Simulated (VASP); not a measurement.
# C (I4_1/amd) in VASP: notebook, part 2 of 2

VASP 6.6.1. Earlier steps stand in the parts before.

**3. Single point, LDA**

This run uses another cell than the first one, of 5.96 Å³/atom.

File INCAR:

```
ALGO = Normal ; EDIFF = 1E-6
ENCUT = 600 ; GGA_COMPAT = False
ISIF = 2 ; ISMEAR = 0
LASPH = True ; LCHARG = False
LREAL = False ; LWAVE = False
NBANDS = 11 ; NELM = 120
PREC = Accurate ; SIGMA = 0.05
```

File KPOINTS:

```
k-points
0
Gamma
  12 12 12
```

File POSCAR:

```
C
1.0
    0.0000000000      1.8279850000      1.7834000000
    1.8279850000      0.0000000000      1.7834000000
    1.8279850000      1.8279850000      0.0000000000
C
2
Direct
    0.5000000000      0.5000000000      0.5000000000
    0.7500000000      0.7500000000      0.7500000000
```

Potentials or basis: VASP PAW LDA potentials, release 64 (C).

Command:

```
$ cat potpaw_LDA.64/C/POTCAR > POTCAR
$ mpirun -np 1 vasp_std > vasp.out
```

OUTCAR:

```text
EDIFF = 1E-6
   ENCUT = 600
   ISIF = 2
   ISMEAR = 0
   LASPH = True
   LREAL = False
   NELM = 120
   PREC = Accurate

 ion  position               nearest neighbor table
   1  0.500  0.500  0.500-   2 1.57   2 1.57   2 1.57   2 1.57
   2  0.750  0.750  0.750-   1 1.57   1 1.57   1 1.57   1 1.57

  LATTYP: Found a body centered tetragonal cell.
 ALAT       =     2.5851611788
 C/A-ratio  =     1.3797205487

  Lattice vectors:

 A1 = (   0.0000000000,  -1.8279850000,  -1.7834000000)
 A2 = (   0.0000000000,   1.8279850000,  -1.7834000000)
 A3 = (   1.8279850000,   0.0000000000,   1.7834000000)

Analysis of symmetry for initial positions (statically):
=====================================================================
 Subroutine PRICEL returns:
 Original cell was already a primitive cell.

 Routine SETGRP: Setting up the symmetry group for a
 body centered tetragonal supercell.

 Subroutine GETGRP returns: Found 16 space group operations
 (whereof  8 operations were pure point group operations)
 out of a pool of 16 trial point group operations.

The static configuration has the point symmetry D_2d.
 The point group associated with its full space group is D_4h.

Analysis of symmetry for dynamics (positions and initial velocities):
=====================================================================
 Subroutine PRICEL returns:
 Original cell was already a primitive cell.

 Routine SETGRP: Setting up the symmetry group for a
 body centered tetragonal supercell.

 Subroutine GETGRP returns: Found 16 space group operations
 (whereof  8 operations were pure point group operations)
 out of a pool of 16 trial point group operations.

The dynamic configuration has the point symmetry D_2d.
 The point group associated with its full space group is D_4h.

 Subroutine INISYM returns: Found 16 space group operations
 (whereof  8 operations are pure point group operations),
 and found     1 'primitive' translations

----------------------------------------------------------------------------------------

                                     Primitive cell

  volume of cell :      11.9186

  direct lattice vectors                    reciprocal lattice vectors
     0.000000000  1.827985000  1.783400000    -0.273525220  0.273525220  0.280363351
     1.827985000  0.000000000  1.783400000     0.273525220 -0.273525220  0.280363351
     1.827985000  1.827985000  0.000000000     0.273525220  0.273525220 -0.280363351

  length of vectors
     2.553829423  2.553829423  2.585161179     0.477740202  0.477740202  0.477740202

  position of ions in fractional coordinates (direct lattice)
     0.500000000  0.500000000  0.500000000
     0.750000000  0.750000000  0.750000000

  ion indices of the primitive-cell ions
   primitive index   ion index
                 1           1
                 2           2

----------------------------------------------------------------------------------------

 KPOINTS: k-points

Automatic generation of k-mesh.
 Grid dimensions read from file:
 generate k-points for:   12   12   12

 Generating k-lattice:

  Cartesian coordinates                     Fractional coordinates (reciprocal lattice)
[... 40 lines left out ...]
 -0.416667  0.166667  0.000000      8.000000
 [... further k-points ...]
   k-points           NKPTS =    163   k-points in BZ     NKDIM =    163   number of bands    NBANDS=     11
   number of dos      NEDOS =    301   number of ions     NIONS =      2
   total plane-waves  NPLWV =   9600
   dimension x,y,z NGX =    20 NGY =   20 NGZ =   24
   dimension x,y,z NGXF=    40 NGYF=   40 NGZF=   48
   ions per type =               2
   NGX,Y,Z   is equivalent  to a cutoff of  13.02, 13.02, 15.43 a.u.
   NGXF,Y,Z  is equivalent  to a cutoff of  26.04, 26.04, 30.87 a.u.
 SYSTEM =  unknown system
   PREC   = accura    normal or accurate (medium, high low for compatibility)
   ISTART =      0    job   : 0-new  1-cont  2-samecut
   ICHARG =      2    charge: 1-file 2-atom 10-const
   ISPIN  =      1    spin polarized calculation?
   LNONCOLLINEAR =      F non collinear calculations
   LSORBIT =      F    spin-orbit coupling
   LASPH  =      T    aspherical Exc in radial PAW
   ENCUT  =  600.0 eV  44.10 Ry    6.64 a.u.   5.10  5.10  5.16*2*pi/ulx,y,z
   NELM   =    120;   NELMIN=  2; NELMDL= -5     # of ELM steps
   EDIFF  = 0.1E-05   stopping-criterion for ELM
   LREAL  =      F    real-space projection
   EDIFFG = 0.1E-04   stopping-criterion for IOM
   NSW    =      0    number of steps for IOM
   IBRION =     -1    ionic relax: 0-MD 1-quasi-New 2-CG
   NFREE  =      0    steps in history (QN), initial steepest desc. (CG)
   ISIF   =      2    stress and relaxation
   ISYM   =      2    0-nonsym 1-usesym 2-fastsym
   POTIM  = 0.5000    time-step for ionic-motion
   TEBEG  =    0.0;   TEEND  =   0.0 temperature during run
   PSTRESS=    0.0 pullay stress
   NELECT =       8.0000    total number of electrons
   NUPDOWN=      -1.0000    fix difference up-down
   EMIN   =  10.00;   EMAX   =-10.00  energy-range for DOS
   EFERMI =   0.00;   METHOD = LEGACY
   ISMEAR =     0;   SIGMA  =   0.05  broadening in eV -4-tet -1-fermi 0-gaus
   EFERMI_NEDOS =   21; number of points for ismear=-14 and -15
   IALGO  =     38    algorithm
   IMIX   =      4    mixing-type and parameters
     AMIX     =   0.40;   BMIX     =  1.00
     AMIX_MAG =   1.60;   BMIX_MAG =  1.00
  volume/ion in A,a.u.               =       5.96        40.22
  Fermi-wavevector in a.u.,A,eV,Ry     =   1.433387  2.708709 27.954510  2.054599
  Thomas-Fermi vector in A             =   2.552911
   LORBIT       =      0    0 simple, 1 ext, 2 COOP (PROOUT), +10 PAW based schemes
   GGA     = CA    functional components
   LHFCALC =     F    Hartree Fock is set to
   AEXX    =    0.0000 exact exchange contribution
   IVDW    =     0    specifies the selected vdW correction
   LEPSILON=     F    determine dielectric tensor
   LRPA    =     F    only Hartree local field effects (RPA)
 non-spin polarized calculation
 Gauss-broadening in eV      SIGMA  =   0.05
  energy-cutoff  :      600.00
  volume of cell :       11.92
 maximum number of plane-waves:       408
   NGX = 11   NGY = 11   NGZ = 11

 number of electron       8.0000001 magnetization

 Free energy of the ion-electron system (eV)
  ---------------------------------------------------
  ext. energy  EPLUGINS =         0.00000000
  ---------------------------------------------------
  free energy    TOTEN  =       -20.15116001 eV

  energy without entropy =      -20.15116001  energy(sigma->0) =      -20.15116001

 E-fermi :   9.5005     XC(G=0): -13.2626

 val. band max:        9.2452853343   @ k =   0.0000   0.0000   0.0000
 cond. band min:      12.6507463588   @ k =   0.3333   0.3333   0.0000
 fundamental gap:      3.4054610245
 Fermi energy:         9.5004916098

 k-point     1 :       0.0000    0.0000    0.0000
  band No.  band energies     occupation
      1     -11.6578      2.00000
      2       8.8960      2.00000
      3       8.8960      2.00000
      4       9.2453      2.00000
      5      14.2270      0.00000
      6      14.5198      0.00000
      7      14.5198      0.00000
      8      21.4486      0.00000
      9      27.3895      0.00000
     10      34.4768      0.00000
     11      35.3229      0.00000
[... 309 lines left out ...]
 k-point    24 :      -0.4167    0.1667    0.0000
  band No.  band energies     occupation
      1      -5.7326      2.00000
      2      -2.9381      2.00000
      3       4.0261      2.00000
      4       5.3763      2.00000
      5      15.9389      0.00000
      6      18.8051      0.00000
      7      19.8571      0.00000
      8      23.5676      0.00000
      9      27.5098      0.00000
     10      32.3684      0.00000
     11      32.4839      0.00000

 [... further k-points ...]

------------------------ aborting loop because EDIFF is reached ----------------------------------------

  FORCE on cell =-STRESS in cart. coord.  units (eV):
  Direction    XX          YY          ZZ          XY          YZ          ZX
  --------------------------------------------------------------------------------------
  -------------------------------------------------------------------------------------
  Total       -2.8554603     -2.8554603     -1.2846591      0.0000000      0.0000000     -0.0000000
  in kB     -383.8510214   -383.8510214   -172.6928943      0.0000000      0.0000000     -0.0000000
  external PRESSURE =    -313.4649790 kB  Pullay stress =       0.0000000 kB

 VOLUME and BASIS-vectors are now :
 -----------------------------------------------------------------------------
  energy-cutoff  :      600.00
  volume of cell :       11.92
      direct lattice vectors                 reciprocal lattice vectors
     0.000000000  1.827985000  1.783400000    -0.273525220  0.273525220  0.280363351
     1.827985000  0.000000000  1.783400000     0.273525220 -0.273525220  0.280363351
     1.827985000  1.827985000  0.000000000     0.273525220  0.273525220 -0.280363351

 POSITION                                       TOTAL-FORCE (eV/Angst)
 -----------------------------------------------------------------------------------
      1.82798      1.82798      1.78340        -0.000000     -0.000000      0.000000
      2.74198      2.74198      2.67510         0.000000      0.000000     -0.000000
 -----------------------------------------------------------------------------------
    total drift:                                0.000000     -0.000000      0.000000

  FREE ENERGIE OF THE ION-ELECTRON SYSTEM (eV)
  ---------------------------------------------------
  free  energy   TOTEN  =       -20.1511600121 eV

  energy  without entropy=      -20.1511600121  energy(sigma->0) =      -20.15116001
```

stdout:

```text
POSCAR found type information on POSCAR C
 POSCAR found :  1 types and       2 ions
 scaLAPACK will be used
 LDA part: xc-table for (Slater(with rela. corr.)+CA(PZ))
 , standard interpolation
 POSCAR, INCAR and KPOINTS ok, starting setup
 FFT: planning ... GRIDC
 FFT: planning ... GRID_SOFT
 FFT: planning ... GRID
 WAVECAR not read
 entering main loop
```

Wall time 27 s (1 thread of Intel Xeon 8259CL, shared host); peak memory 0.13 GiB.

Results:

| Item | Value |
| --- | --- |
| Free energy | -20.1512 eV |
| Pressure | -31.3 GPa |
| Band gap on the k mesh | 3.41 eV (least direct gap 4.98 eV) |

Levels at points of the mesh, in eV from the valence-band top:
```tsv
k point	band 2	band 3	band 4	band 5	band 6	band 7
(0.00, 0.00, 0.00)	-0.35	-0.35	0.00	4.98	5.27	5.27
(0.50, 0.00, 0.00)	-13.06	-3.10	-2.69	7.64	7.84	8.50
(0.50, 0.50, 0.00)	-12.25	-6.46	-6.46	3.99	3.99	15.73
(0.50, 0.00, 0.50)	-12.62	-6.11	-6.11	4.55	4.55	15.58
```

Caveat: the stress differs along the axes, from -38 to -17 GPa. Expect the measured gap to be larger: semilocal functionals such as LDA lack the derivative discontinuity.
